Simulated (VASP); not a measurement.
# SrBr3 (Fm-3m) in VASP: a series of runs

The runs below take SrBr3 through single point, relaxation of cell and atoms, with PBE.

Everything below comes from runs of VASP 6.6.1. Logs are shortened: lines on timing, memory, paths and dates and some standing lists are left out, and cuts for length are marked.

## 1. The cell of the first run

The structure is cubic, space group Fm-3m (No. 225). Conventional cell: a = 7.856 Å, b = 7.856 Å, c = 7.856 Å, α = 90.00°, β = 90.00°, γ = 90.00°. Sr (site symmetry m-3m) has 14 Br at 3.40 to 3.93 Å within 4.5 Å. Within 4.5 Å of Br (site symmetry -43m) lie 4 Sr at 3.40 Å and 10 Br at 3.40 to 3.93 Å. Br (site symmetry m-3m) has 8 Br at 3.40 Å and 6 Sr at 3.93 Å within 4.5 Å.

## 2. Single point, PBE

INCAR reads:

```
SYSTEM = SrBr3
PREC = Accurate ; ENCUT = 520
EDIFF = 1E-6 ; ISMEAR = 0
SIGMA = 0.1 ; LREAL = .False.
LASPH = .True. ; NELM = 80
ALGO = Normal ; ISIF = 2
LWAVE = .False. ; LCHARG = .True.
GGA = PE ; LELF = .True.
LVHAR = .True. ; NBANDS = 24
```

KPOINTS reads:

```
Automatic mesh
0
Gamma
  4 4 4
  0 0 0
```

POSCAR reads:

```
SrBr3
1.0
    0.0000000000      3.9279005444      3.9279005444
    3.9279005444      0.0000000000      3.9279005444
    3.9279005444      3.9279005444      0.0000000000
Sr Br
1 3
Direct
    0.0000000000      0.0000000000      0.0000000000
    0.2500000000      0.2500000000      0.2500000000
    0.7500000000      0.7500000000      0.7500000000
    0.5000000000      0.5000000000      0.5000000000
```

Potentials or basis: VASP PAW PBE potentials, release 64 (Sr_sv, Br).

The run is started by

```console
$ cat potpaw_PBE.64/Sr_sv/POTCAR potpaw_PBE.64/Br/POTCAR > POTCAR
$ mpirun -np 1 vasp_std > vasp.out
```

OUTCAR:

```text
SYSTEM = SrBr3
   PREC = Accurate
   ENCUT = 520
   EDIFF = 1E-6
   ISMEAR = 0
   LREAL = .False.
   LASPH = .True.
   NELM = 80
   ISIF = 2
   GGA = PE

 ion  position               nearest neighbor table
   1  0.000  0.000  0.000-   3 3.40   3 3.40   3 3.40   2 3.40   3 3.40   2 3.40   2 3.40   2 3.40
                             4 3.93   4 3.93   4 3.93   4 3.93   4 3.93   4 3.93
   2  0.250  0.250  0.250-   1 3.40   1 3.40   1 3.40   1 3.40
   3  0.750  0.750  0.750-   1 3.40   1 3.40   1 3.40   1 3.40
   4  0.500  0.500  0.500-   1 3.93   1 3.93   1 3.93   1 3.93   1 3.93   1 3.93

  LATTYP: Found a face centered cubic cell.
 ALAT       =     7.8558010888

  Lattice vectors:

 A1 = (   0.0000000000,   3.9279005444,   3.9279005444)
 A2 = (   3.9279005444,   0.0000000000,   3.9279005444)
 A3 = (   3.9279005444,   3.9279005444,   0.0000000000)

Analysis of symmetry for initial positions (statically):
=====================================================================
 Subroutine PRICEL returns:
 Original cell was already a primitive cell.

 Routine SETGRP: Setting up the symmetry group for a
 face centered cubic supercell.

 Subroutine GETGRP returns: Found 48 space group operations
 (whereof 48 operations were pure point group operations)
 out of a pool of 48 trial point group operations.

The static configuration has the point symmetry O_h .

Analysis of symmetry for dynamics (positions and initial velocities):
=====================================================================
 Subroutine PRICEL returns:
 Original cell was already a primitive cell.

 Routine SETGRP: Setting up the symmetry group for a
 face centered cubic supercell.

 Subroutine GETGRP returns: Found 48 space group operations
 (whereof 48 operations were pure point group operations)
 out of a pool of 48 trial point group operations.

The dynamic configuration has the point symmetry O_h .

 Subroutine INISYM returns: Found 48 space group operations
 (whereof 48 operations are pure point group operations),
 and found     1 'primitive' translations

----------------------------------------------------------------------------------------

                                     Primitive cell

  volume of cell :     121.2025

  direct lattice vectors                    reciprocal lattice vectors
     0.000000000  3.927900544  3.927900544    -0.127294465  0.127294465  0.127294465
     3.927900544  0.000000000  3.927900544     0.127294465 -0.127294465  0.127294465
     3.927900544  3.927900544  0.000000000     0.127294465  0.127294465 -0.127294465

  length of vectors
     5.554890222  5.554890222  5.554890222     0.220480482  0.220480482  0.220480482

  position of ions in fractional coordinates (direct lattice)
     0.000000000  0.000000000  0.000000000
     0.250000000  0.250000000  0.250000000
     0.750000000  0.750000000  0.750000000
     0.500000000  0.500000000  0.500000000

  ion indices of the primitive-cell ions
   primitive index   ion index
                 1           1
                 2           2
                 3           3
                 4           4

----------------------------------------------------------------------------------------

 KPOINTS: Automatic mesh

Automatic generation of k-mesh.
 Grid dimensions read from file:
 generate k-points for:    4    4    4

 Generating k-lattice:

  Cartesian coordinates                     Fractional coordinates (reciprocal lattice)
    -0.031823616  0.031823616  0.031823616     0.250000000  0.000000000  0.000000000
     0.031823616 -0.031823616  0.031823616     0.000000000  0.250000000  0.000000000
     0.031823616  0.031823616 -0.031823616     0.000000000  0.000000000  0.250000000

  Length of vectors
     0.055120120  0.055120120  0.055120120

  Shift w.r.t. Gamma in fractional coordinates (k-lattice)
     0.000000000  0.000000000  0.000000000

 Subroutine IBZKPT returns following result:
 ===========================================

 Found      8 irreducible k-points:

 Following reciprocal coordinates:
            Coordinates               Weight
  0.000000  0.000000  0.000000      1.000000
  0.250000  0.000000  0.000000      8.000000
  0.500000  0.000000  0.000000      4.000000
  0.250000  0.250000  0.000000      6.000000
  0.500000  0.250000  0.000000     24.000000
 -0.250000  0.250000  0.000000     12.000000
  0.500000  0.500000  0.000000      3.000000
 -0.250000  0.500000  0.250000      6.000000
   k-points           NKPTS =      8   k-points in BZ     NKDIM =      8   number of bands    NBANDS=     24
   number of dos      NEDOS =    301   number of ions     NIONS =      4
   total plane-waves  NPLWV =  74088
   dimension x,y,z NGX =    42 NGY =   42 NGZ =   42
   dimension x,y,z NGXF=    84 NGYF=   84 NGZF=   84
   ions per type =               1   3
   NGX,Y,Z   is equivalent  to a cutoff of  12.57, 12.57, 12.57 a.u.
   NGXF,Y,Z  is equivalent  to a cutoff of  25.14, 25.14, 25.14 a.u.
 SYSTEM =  SrBr3
   PREC   = accura    normal or accurate (medium, high low for compatibility)
   ISTART =      0    job   : 0-new  1-cont  2-samecut
   ICHARG =      2    charge: 1-file 2-atom 10-const
   ISPIN  =      1    spin polarized calculation?
   LNONCOLLINEAR =      F non collinear calculations
   LSORBIT =      F    spin-orbit coupling
   LASPH  =      T    aspherical Exc in radial PAW
   ENCUT  =  520.0 eV  38.22 Ry    6.18 a.u.  10.33 10.33 10.33*2*pi/ulx,y,z
   NELM   =     80;   NELMIN=  2; NELMDL= -5     # of ELM steps
   EDIFF  = 0.1E-05   stopping-criterion for ELM
   LREAL  =      F    real-space projection
   EDIFFG = 0.1E-04   stopping-criterion for IOM
   NSW    =      0    number of steps for IOM
   IBRION =     -1    ionic relax: 0-MD 1-quasi-New 2-CG
   NFREE  =      0    steps in history (QN), initial steepest desc. (CG)
   ISIF   =      2    stress and relaxation
   ISYM   =      2    0-nonsym 1-usesym 2-fastsym
   POTIM  = 0.5000    time-step for ionic-motion
   TEBEG  =    0.0;   TEEND  =   0.0 temperature during run
   PSTRESS=    0.0 pullay stress
   NELECT =      31.0000    total number of electrons
   NUPDOWN=      -1.0000    fix difference up-down
   EMIN   =  10.00;   EMAX   =-10.00  energy-range for DOS
   EFERMI =   0.00;   METHOD = LEGACY
   ISMEAR =     0;   SIGMA  =   0.10  broadening in eV -4-tet -1-fermi 0-gaus
   EFERMI_NEDOS =   21; number of points for ismear=-14 and -15
   IALGO  =     38    algorithm
   IMIX   =      4    mixing-type and parameters
     AMIX     =   0.40;   BMIX     =  1.00
     AMIX_MAG =   1.60;   BMIX_MAG =  1.00
  volume/ion in A,a.u.               =      30.30       204.48
  Fermi-wavevector in a.u.,A,eV,Ry     =   1.039182  1.963769 14.692919  1.079899
  Thomas-Fermi vector in A             =   2.173700
   LORBIT       =      0    0 simple, 1 ext, 2 COOP (PROOUT), +10 PAW based schemes
   GGA     = PE    functional components
   LHFCALC =     F    Hartree Fock is set to
   AEXX    =    0.0000 exact exchange contribution
   IVDW    =     0    specifies the selected vdW correction
   LEPSILON=     F    determine dielectric tensor
   LRPA    =     F    only Hartree local field effects (RPA)
 non-spin polarized calculation
 Gauss-broadening in eV      SIGMA  =   0.10
  energy-cutoff  :      520.00
  volume of cell :      121.20
 maximum number of plane-waves:      3287
 NGX is ok and might be reduce to    42
   NGX = 21   NGY = 21   NGZ = 21

 number of electron      31.0000007 magnetization

 Free energy of the ion-electron system (eV)
  ---------------------------------------------------
  ext. energy  EPLUGINS =         0.00000000
  ---------------------------------------------------
  free energy    TOTEN  =       -11.54530485 eV

  energy without entropy =      -11.49412471  energy(sigma->0) =      -11.51971478

 E-fermi :   1.0362     XC(G=0):  -8.7177

 val. band max:        1.0151632173   @ k =   0.5000   0.2500   0.0000
 cond. band min:       1.1095036959   @ k =  -0.2500   0.2500   0.0000
 fundamental gap:      0.0943404786
 Fermi energy:         1.0362070054

 k-point     1 :       0.0000    0.0000    0.0000
  band No.  band energies     occupation
      1     -33.6508      2.00000
      2     -15.5776      2.00000
      3     -15.5776      2.00000
      4     -15.5776      2.00000
      5     -13.0406      2.00000
      6     -12.1063      2.00000
[... 16 lines left out ...]
     23       9.7252      0.00000
     24       9.7252      0.00000

 k-point     2 :       0.2500    0.0000    0.0000
  band No.  band energies     occupation
      1     -33.6506      2.00000
      2     -15.6030      2.00000
      3     -15.5789      2.00000
      4     -15.5789      2.00000
      5     -12.8585      2.00000
      6     -12.1777      2.00000
[... 16 lines left out ...]
     23       9.2677      0.00000
     24       9.2677      0.00000

 k-point     3 :       0.5000    0.0000    0.0000
  band No.  band energies     occupation
      1     -33.6504      2.00000
      2     -15.6263      2.00000
      3     -15.5802      2.00000
      4     -15.5802      2.00000
      5     -12.5600      2.00000
      6     -12.3601      2.00000
[... 16 lines left out ...]
     23       8.7484      0.00000
     24       8.7484      0.00000

 k-point     4 :       0.2500    0.2500    0.0000
  band No.  band energies     occupation
      1     -33.6505      2.00000
      2     -15.6066      2.00000
      3     -15.5809      2.00000
      4     -15.5809      2.00000
      5     -12.7984      2.00000
      6     -12.1876      2.00000
[... 16 lines left out ...]
     23       7.5981      0.00000
     24      10.2496      0.00000

 k-point     5 :       0.5000    0.2500    0.0000
  band No.  band energies     occupation
      1     -33.6503      2.00000
      2     -15.6187      2.00000
      3     -15.5919      2.00000
      4     -15.5822      2.00000
      5     -12.5116      2.00000
      6     -12.2923      2.00000
[... 16 lines left out ...]
     23       8.8140      0.00000
     24       9.9791      0.00000

 k-point     6 :      -0.2500    0.2500    0.0000
  band No.  band energies     occupation
      1     -33.6504      2.00000
      2     -15.6114      2.00000
      3     -15.5940      2.00000
      4     -15.5802      2.00000
      5     -12.6273      2.00000
      6     -12.2470      2.00000
[... 16 lines left out ...]
     23       8.7894      0.00000
     24       9.5502      0.00000

 k-point     7 :       0.5000    0.5000    0.0000
  band No.  band energies     occupation
      1     -33.6502      2.00000
      2     -15.6301      2.00000
      3     -15.5843      2.00000
      4     -15.5843      2.00000
      5     -12.3397      2.00000
      6     -12.2657      2.00000
[... 16 lines left out ...]
     23       8.9225      0.00000
     24       9.3656      0.00000

 k-point     8 :      -0.2500    0.5000    0.2500
  band No.  band energies     occupation
      1     -33.6502      2.00000
      2     -15.6072      2.00000
      3     -15.6072      2.00000
      4     -15.5855      2.00000
      5     -12.3037      2.00000
      6     -12.3037      2.00000
[... 16 lines left out ...]
     23       9.1890      0.00000
     24       9.1890      0.00000

------------------------ aborting loop because EDIFF is reached ----------------------------------------

  FORCE on cell =-STRESS in cart. coord.  units (eV):
  Direction    XX          YY          ZZ          XY          YZ          ZX
  --------------------------------------------------------------------------------------
  -------------------------------------------------------------------------------------
  Total       -0.2165547     -0.2165547     -0.2165547      0.0000000     -0.0000000      0.0000000
  in kB       -2.8626398     -2.8626398     -2.8626398      0.0000000     -0.0000000      0.0000000
  external PRESSURE =      -2.8626398 kB  Pullay stress =       0.0000000 kB

 VOLUME and BASIS-vectors are now :
 -----------------------------------------------------------------------------
  energy-cutoff  :      520.00
  volume of cell :      121.20
      direct lattice vectors                 reciprocal lattice vectors
     0.000000000  3.927900544  3.927900544    -0.127294465  0.127294465  0.127294465
     3.927900544  0.000000000  3.927900544     0.127294465 -0.127294465  0.127294465
     3.927900544  3.927900544  0.000000000     0.127294465  0.127294465 -0.127294465

 POSITION                                       TOTAL-FORCE (eV/Angst)
 -----------------------------------------------------------------------------------
      0.00000      0.00000      0.00000         0.000000      0.000000      0.000000
      1.96395      1.96395      1.96395        -0.000000     -0.000000     -0.000000
      5.89185      5.89185      5.89185         0.000000      0.000000      0.000000
      3.92790      3.92790      3.92790         0.000000      0.000000      0.000000
 -----------------------------------------------------------------------------------
    total drift:                               -0.000000     -0.000000      0.000000

  FREE ENERGIE OF THE ION-ELECTRON SYSTEM (eV)
  ---------------------------------------------------
  free  energy   TOTEN  =       -11.5453048512 eV

  energy  without entropy=      -11.4941247074  energy(sigma->0) =      -11.51971478
```

Run time: 19 s. Hardware: 1 thread of AMD EPYC 9R45 (Zen 5), shared host; peak memory 0.22 GiB.

Results:

| Property | Result |
| --- | --- |
| Free energy | -11.5453 eV |
| Pressure | -0.3 GPa |

Caveat: an odd number of electrons without spin polarisation forces a metal; a magnetic or distorted state may lie lower.

(Continued in part 2 of 3.)
